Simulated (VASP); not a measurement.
# Al2O3 (P-6m2) in VASP: notebook, part 2 of 2

VASP 6.6.1. The steps go on from the part before.

## Step 3: Single point, PBE+D3(BJ)

This run uses another cell than the first one, of 10.65 Å³/atom, 1.016 times its volume.

INCAR

```
PREC = Accurate ; ENCUT = 520
EDIFF = 1E-6 ; ISMEAR = 0
SIGMA = 0.05 ; LREAL = F
LASPH = T ; NELM = 100
ALGO = Normal ; ISIF = 2
LWAVE = F ; LCHARG = F
GGA = PE ; IVDW = 12
NBANDS = 20
```

KPOINTS

```
Automatic mesh
0
Gamma
  9 9 4
```

POSCAR

```
Al2O3
1.0
    2.7812000000      0.0000000000      0.0000000000
   -1.3906000000      2.4085898530      0.0000000000
    0.0000000000      0.0000000000      7.9529000000
Al O
2 3
Direct
    0.0000000000      0.0000000000      0.1907358529
    0.0000000000      0.0000000000      0.8092641471
    0.3333333333      0.6666666667      0.2840924954
    0.6666666667      0.3333333333      0.0000000000
    0.3333333333      0.6666666667      0.7159075046
```

Potentials or basis: VASP PAW PBE potentials, release 64 (Al, O).

On the command line:

```bash
$ cat potpaw_PBE.64/Al/POTCAR potpaw_PBE.64/O/POTCAR > POTCAR
$ mpirun -np 1 vasp_std > vasp.out
```

OUTCAR:

```text
PREC = Accurate
   ENCUT = 520
   EDIFF = 1E-6
   ISMEAR = 0
   LREAL = F
   LASPH = T
   NELM = 100
   ISIF = 2
   GGA = PE
   IVDW = 12
 IVDW          = 12

 ion  position               nearest neighbor table
   1  0.000  0.000  0.191-   3 1.77   3 1.77   3 1.77   4 2.21   4 2.21   4 2.21   2 3.03
   2  0.000  0.000  0.809-   5 1.77   5 1.77   5 1.77   4 2.21   4 2.21   4 2.21   1 3.03
   3  0.333  0.667  0.284-   1 1.77   1 1.77   1 1.77
   4  0.667  0.333  0.000-   1 2.21   2 2.21   1 2.21   2 2.21   1 2.21   2 2.21
   5  0.333  0.667  0.716-   2 1.77   2 1.77   2 1.77

  LATTYP: Found a hexagonal cell.
 ALAT       =     2.7812000000
 C/A-ratio  =     2.8595210700

  Lattice vectors:

 A1 = (   2.7812000000,   0.0000000000,   0.0000000000)
 A2 = (  -1.3906000000,   2.4085898530,   0.0000000000)
 A3 = (   0.0000000000,   0.0000000000,   7.9529000000)

Analysis of symmetry for initial positions (statically):
=====================================================================
 Subroutine PRICEL returns:
 Original cell was already a primitive cell.

 Routine SETGRP: Setting up the symmetry group for a
 hexagonal supercell.

 Subroutine GETGRP returns: Found 12 space group operations
 (whereof 12 operations were pure point group operations)
 out of a pool of 24 trial point group operations.

The static configuration has the point symmetry D_3h.

Analysis of symmetry for dynamics (positions and initial velocities):
=====================================================================
 Subroutine PRICEL returns:
 Original cell was already a primitive cell.

 Routine SETGRP: Setting up the symmetry group for a
 hexagonal supercell.

 Subroutine GETGRP returns: Found 12 space group operations
 (whereof 12 operations were pure point group operations)
 out of a pool of 24 trial point group operations.

The dynamic configuration has the point symmetry D_3h.

 Subroutine INISYM returns: Found 12 space group operations
 (whereof 12 operations are pure point group operations),
 and found     1 'primitive' translations

----------------------------------------------------------------------------------------

                                     Primitive cell

  volume of cell :      53.2746

  direct lattice vectors                    reciprocal lattice vectors
     2.781200000  0.000000000  0.000000000     0.359557026  0.207590346  0.000000000
    -1.390600000  2.408589853  0.000000000     0.000000000  0.415180691  0.000000000
     0.000000000  0.000000000  7.952900000     0.000000000  0.000000000  0.125740296

  length of vectors
     2.781200000  2.781200000  7.952900000     0.415180691  0.415180691  0.125740296

  position of ions in fractional coordinates (direct lattice)
     0.000000000  0.000000000  0.190735853
     0.000000000  0.000000000  0.809264147
     0.333333333  0.666666667  0.284092495
     0.666666667  0.333333333  0.000000000
     0.333333333  0.666666667  0.715907505

  ion indices of the primitive-cell ions
   primitive index   ion index
                 1           1
                 2           2
                 3           3
[... 26 lines left out ...]

 Found     36 irreducible k-points:

 Following reciprocal coordinates:
            Coordinates               Weight
  0.000000  0.000000  0.000000      1.000000
  0.111111 -0.000000  0.000000      6.000000
  0.222222  0.000000  0.000000      6.000000
  0.333333  0.000000  0.000000      6.000000
  0.444444  0.000000  0.000000      6.000000
  0.111111  0.111111  0.000000      6.000000
[... 16 lines left out ...]
  0.333333  0.222222  0.250000     24.000000
  0.333333  0.333333  0.250000      4.000000
 [... further k-points ...]
   k-points           NKPTS =     36   k-points in BZ     NKDIM =     36   number of bands    NBANDS=     20
   number of dos      NEDOS =    301   number of ions     NIONS =      5
   total plane-waves  NPLWV =  34560
   dimension x,y,z NGX =    24 NGY =   24 NGZ =   60
   dimension x,y,z NGXF=    48 NGYF=   48 NGZF=  120
   ions per type =               2   3
   NGX,Y,Z   is equivalent  to a cutoff of  14.35, 14.35, 12.54 a.u.
   NGXF,Y,Z  is equivalent  to a cutoff of  28.69, 28.69, 25.08 a.u.
 SYSTEM =  unknown system
   PREC   = accura    normal or accurate (medium, high low for compatibility)
   ISTART =      0    job   : 0-new  1-cont  2-samecut
   ICHARG =      2    charge: 1-file 2-atom 10-const
   ISPIN  =      1    spin polarized calculation?
   LNONCOLLINEAR =      F non collinear calculations
   LSORBIT =      F    spin-orbit coupling
   LASPH  =      T    aspherical Exc in radial PAW
   ENCUT  =  520.0 eV  38.22 Ry    6.18 a.u.   5.17  5.17 14.79*2*pi/ulx,y,z
   NELM   =    100;   NELMIN=  2; NELMDL= -5     # of ELM steps
   EDIFF  = 0.1E-05   stopping-criterion for ELM
   LREAL  =      F    real-space projection
   EDIFFG = 0.1E-04   stopping-criterion for IOM
   NSW    =      0    number of steps for IOM
   IBRION =     -1    ionic relax: 0-MD 1-quasi-New 2-CG
   NFREE  =      0    steps in history (QN), initial steepest desc. (CG)
   ISIF   =      2    stress and relaxation
   ISYM   =      2    0-nonsym 1-usesym 2-fastsym
   POTIM  = 0.5000    time-step for ionic-motion
   TEBEG  =    0.0;   TEEND  =   0.0 temperature during run
   PSTRESS=    0.0 pullay stress
   NELECT =      24.0000    total number of electrons
   NUPDOWN=      -1.0000    fix difference up-down
   EMIN   =  10.00;   EMAX   =-10.00  energy-range for DOS
   EFERMI =   0.00;   METHOD = LEGACY
   ISMEAR =     0;   SIGMA  =   0.05  broadening in eV -4-tet -1-fermi 0-gaus
   EFERMI_NEDOS =   21; number of points for ismear=-14 and -15
   IALGO  =     38    algorithm
   IMIX   =      4    mixing-type and parameters
     AMIX     =   0.40;   BMIX     =  1.00
     AMIX_MAG =   1.60;   BMIX_MAG =  1.00
  volume/ion in A,a.u.               =      10.65        71.90
  Fermi-wavevector in a.u.,A,eV,Ry     =   1.254985  2.371577 21.428989  1.574986
  Thomas-Fermi vector in A             =   2.388763
   LORBIT       =      0    0 simple, 1 ext, 2 COOP (PROOUT), +10 PAW based schemes
   GGA     = PE    functional components
   LHFCALC =     F    Hartree Fock is set to
   AEXX    =    0.0000 exact exchange contribution
   IVDW    =    12    specifies the selected vdW correction
   LEPSILON=     F    determine dielectric tensor
   LRPA    =     F    only Hartree local field effects (RPA)
 non-spin polarized calculation
 Gauss-broadening in eV      SIGMA  =   0.05
  energy-cutoff  :      520.00
  volume of cell :       53.27
 maximum number of plane-waves:      1456
 NGX is ok and might be reduce to    24

 number of electron      24.0000000 magnetization

 Free energy of the ion-electron system (eV)
  ---------------------------------------------------
  ext. energy  EPLUGINS =         0.00000000
  ---------------------------------------------------
  free energy    TOTEN  =       -35.90770666 eV

  energy without entropy =      -35.90770666  energy(sigma->0) =      -35.90770666

 E-fermi :   3.6976     XC(G=0): -10.1301

 val. band max:        3.4470454985   @ k =   0.0000   0.0000   0.5000
 cond. band min:       8.1725918403   @ k =   0.0000   0.0000   0.0000
 fundamental gap:      4.7255463418
 Fermi energy:         3.6976471134

 k-point     1 :       0.0000    0.0000    0.0000
  band No.  band energies     occupation
      1     -15.5190      2.00000
      2     -14.9848      2.00000
      3     -13.5478      2.00000
      4      -2.2242      2.00000
      5       0.2791      2.00000
      6       1.9430      2.00000
[... 541 lines left out ...]
     19      16.2624      0.00000
     20      17.4120      0.00000

 [... further k-points ...]

------------------------ aborting loop because EDIFF is reached ----------------------------------------

 Edisp (eV)   -0.95057

 E8    (eV) :    -0.3592

  FORCE on cell =-STRESS in cart. coord.  units (eV):
  Direction    XX          YY          ZZ          XY          YZ          ZX
  --------------------------------------------------------------------------------------
  -------------------------------------------------------------------------------------
  Total       5.06673     5.06673    -7.05098     0.00000    -0.00000     0.00000
  in kB     152.37628   152.37628  -212.05062     0.00000    -0.00000     0.00000
  external pressure =       30.90 kB  Pullay stress =        0.00 kB

 VOLUME and BASIS-vectors are now :
 -----------------------------------------------------------------------------
  energy-cutoff  :      520.00
  volume of cell :       53.27
      direct lattice vectors                 reciprocal lattice vectors
     2.781200000  0.000000000  0.000000000     0.359557026  0.207590346  0.000000000
    -1.390600000  2.408589853  0.000000000     0.000000000  0.415180691  0.000000000
     0.000000000  0.000000000  7.952900000     0.000000000  0.000000000  0.125740296

 POSITION                                       TOTAL-FORCE (eV/Angst)
 -----------------------------------------------------------------------------------
      0.00000      0.00000      1.51690         0.000000     -0.000000     -1.432558
      0.00000      0.00000      6.43600         0.000000      0.000000      1.432558
     -0.00000      1.60573      2.25936        -0.000000     -0.000000     -0.475956
      1.39060      0.80286      0.00000        -0.000000     -0.000000      0.000000
     -0.00000      1.60573      5.69354         0.000000     -0.000000      0.475956
 -----------------------------------------------------------------------------------
    total drift:                                0.000000     -0.000000     -0.000000

  FREE ENERGIE OF THE ION-ELECTRON SYSTEM (eV)
  ---------------------------------------------------
  free  energy   TOTEN  =       -36.8582761533 eV

  energy  without entropy=      -36.8582761533  energy(sigma->0) =      -36.85827615
```

OSZICAR:

```text
N       E                     dE             d eps       ncg     rms          rms(c)
DAV:   1     0.104437519301E+03    0.10444E+03   -0.12726E+04  1440   0.111E+03
DAV:   2    -0.337736238118E+02   -0.13821E+03   -0.13497E+03  1736   0.249E+02
DAV:   3    -0.402109464682E+02   -0.64373E+01   -0.64158E+01  1956   0.547E+01
DAV:   4    -0.402624723146E+02   -0.51526E-01   -0.51517E-01  1708   0.531E+00
DAV:   5    -0.402632745682E+02   -0.80225E-03   -0.80224E-03  1820   0.654E-01    0.127E+01
DAV:   6    -0.359324603287E+02    0.43308E+01   -0.13638E+01  1624   0.265E+01    0.475E+00
DAV:   7    -0.359209290849E+02    0.11531E-01   -0.42489E-01  1692   0.445E+00    0.248E+00
DAV:   8    -0.359050369516E+02    0.15892E-01   -0.41347E-02  1776   0.193E+00    0.909E-01
DAV:   9    -0.359065492521E+02   -0.15123E-02   -0.16167E-02  1660   0.114E+00    0.183E-01
DAV:  10    -0.359074152803E+02   -0.86603E-03   -0.21166E-03  1720   0.318E-01    0.134E-01
DAV:  11    -0.359076943271E+02   -0.27905E-03   -0.58968E-04  1600   0.252E-01    0.255E-02
DAV:  12    -0.359077040944E+02   -0.97673E-05   -0.96447E-05  1728   0.773E-02    0.148E-02
DAV:  13    -0.359077080350E+02   -0.39406E-05   -0.48221E-05  1600   0.507E-02    0.955E-03
DAV:  14    -0.359077067415E+02    0.12935E-05   -0.34669E-06  1728   0.163E-02    0.388E-03
DAV:  15    -0.359077066606E+02    0.80867E-07   -0.10135E-06  1208   0.808E-03
   1 F= -.36858276E+02 E0= -.36858276E+02  d E =-.806942E-14
```

It took 28 s on 1 thread of AMD EPYC 9R45 (Zen 5), shared host; peak memory 0.16 GiB.

What came out:

```
Free energy                : -36.8583 eV
Pressure                   : 3.1 GPa
Largest force              : 1.433 eV/Å
Band gap on the k mesh     : 4.73 eV, indirect (the least direct gap lies 0.6 meV higher)
Dispersion energy per atom : -0.190 eV
```

Forces on the atoms (eV/Å):
```
Al   0.000  0.000 -1.433
Al   0.000  0.000  1.433
O    0.000  0.000 -0.476
O    0.000  0.000  0.000
O    0.000  0.000  0.476
```

Levels at points of the mesh, in eV from the valence-band top:
```tsv
k point	band 10	band 11	band 12	band 13	band 14	band 15
(0.00, 0.00, 0.00)	-0.71	0.00	0.00	4.73	8.21	8.29
(0.00, 0.00, 0.50)	-1.15	0.00	0.00	5.18	7.26	8.81
```

Caveat: forces of over 1 eV/Å act on the atoms, so gaps and moduli don't describe the material at rest. Expect the measured gap to be larger: semilocal functionals such as PBE lack the derivative discontinuity.

## Step 4: Single point, PBE+D3(BJ)

This run uses another cell than the first one, of the same volume but with other edges.

INCAR

```
SYSTEM = Al2O3
PREC = Accurate
ENCUT = 520
EDIFF = 1E-7
ISMEAR = 0
SIGMA = 0.05
LREAL = .False.
LASPH = .True.
NELM = 60
ALGO = Normal
ISIF = 2
LWAVE = .False.
LCHARG = .False.
GGA = PE
IVDW = 12
NBANDS = 20
```

KPOINTS

```
Automatic mesh
0
Gamma
  9 9 4
  0 0 0
```

POSCAR: that of step 3 with these lines changed.

```diff
@@ -2,5 +2,5 @@
 1.0
-    2.7812000000      0.0000000000      0.0000000000
-   -1.3906000000      2.4085898530      0.0000000000
-    0.0000000000      0.0000000000      7.9529000000
+    2.9245000000      0.0000000000      0.0000000000
+   -1.4622500000      2.5326912934      0.0000000000
+    0.0000000000      0.0000000000      7.0774000000
 Al O
```

On the command line:

```bash
$ cat potpaw_PBE.64/Al/POTCAR potpaw_PBE.64/O/POTCAR > POTCAR
$ mpirun -np 1 vasp_std > vasp.out
```

Wall time 28 s (1 thread of AMD EPYC 9R45 (Zen 5), shared host); peak memory 0.17 GiB.

Results (log left out):

```
Free energy                : -37.2232 eV
Pressure                   : -4.4 GPa
Largest force              : 0.788 eV/Å
Band gap on the k mesh     : 3.92 eV, indirect (least direct gap 4.01 eV)
Dispersion energy per atom : -0.192 eV
```

Forces in eV/Å, atoms in the order of the input:
```
Al   0.000  0.000  0.788
Al   0.000  0.000 -0.788
O    0.000  0.000 -0.086
O    0.000  0.000  0.000
O    0.000  0.000  0.086
```

Stress tensor (GPa, compression positive):
```
-9.72  0.00  0.00
 0.00 -9.72  0.00
 0.00  0.00  6.38
```

Levels at points of the mesh, in eV from the valence-band top:
| k point | band 10 | band 11 | band 12 | band 13 | band 14 | band 15 |
| --- | --- | --- | --- | --- | --- | --- |
| (0.00, 0.00, 0.00) | -1.16 | -1.16 | -0.09 | 3.92 | 6.94 | 7.94 |
| (0.00, 0.00, 0.50) | -1.14 | -1.14 | -0.92 | 4.42 | 6.70 | 7.67 |

## Step 5: Overview

| cell | gap on the mesh (eV) | pressure (GPa) | largest force (eV/Å) |
| --- | --- | --- | --- |
| a = 2.838, b = 2.838, c = 7.515 Å, angles 90.0, 90.0, 120.0°, 5 atoms | 4.85 | 0.8 | 0.49 |
| a = 2.781, b = 2.781, c = 7.953 Å, angles 90.0, 90.0, 120.0°, 5 atoms | 4.73 | 3.1 | 1.43 |
| a = 2.925, b = 2.925, c = 7.077 Å, angles 90.0, 90.0, 120.0°, 5 atoms | 3.92 | -4.4 | 0.79 |

Alike in all rows: task single point; level PBE+D3(BJ); potentials or basis VASP PAW PBE potentials, release 64 (Al, O); no spin polarisation; k mesh 9 × 9 × 4; cutoff (eV) 520; smearing gaussian 0.05 eV.

Caveats: forces of over 1 eV/Å act on the atoms, so gaps and moduli don't describe the material at rest (some runs).

Absolute energies hang on the potentials; compare differences alone.
